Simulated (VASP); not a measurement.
Here is a VASP 6.6.1 calculation.

Contents of INCAR:

```
SYSTEM = TiN
  PREC = Accurate
  ENCUT = 520
  EDIFF = 1E-7
  ISMEAR = 0
  SIGMA = 0.15
  LREAL = .False.
  LASPH = .True.
  NELM = 60
  ALGO = Normal
  ISIF = 2
  LWAVE = .False.
  LCHARG = .True.
  GGA = PS
  LELF = .True.
  LVHAR = .True.
  NBANDS = 16
```

KPOINTS

```
regular mesh
0
Gamma
  20 20 20
  0 0 0
```

Contents of POSCAR:

```
TiN
1.0
    0.0000000000      2.1019496216      2.1019496216
    2.1019496216      0.0000000000      2.1019496216
    2.1019496216      2.1019496216      0.0000000000
Ti N
1 1
Direct
    0.0000000000      0.0000000000      0.0000000000
    0.5000000000      0.5000000000      0.5000000000
```

Potentials or basis: VASP PAW PBE potentials, release 64 (Ti_sv, N).

The run is started by

```console
$ cat potpaw_PBE.64/Ti_sv/POTCAR potpaw_PBE.64/N/POTCAR > POTCAR
$ mpirun -np 1 vasp_std > vasp.out
```

Question: Estimate the pressure.

Answer: 0.5 GPa.

Caveat: the PAW data sets were made with another functional, which shifts forces and pressure a little.
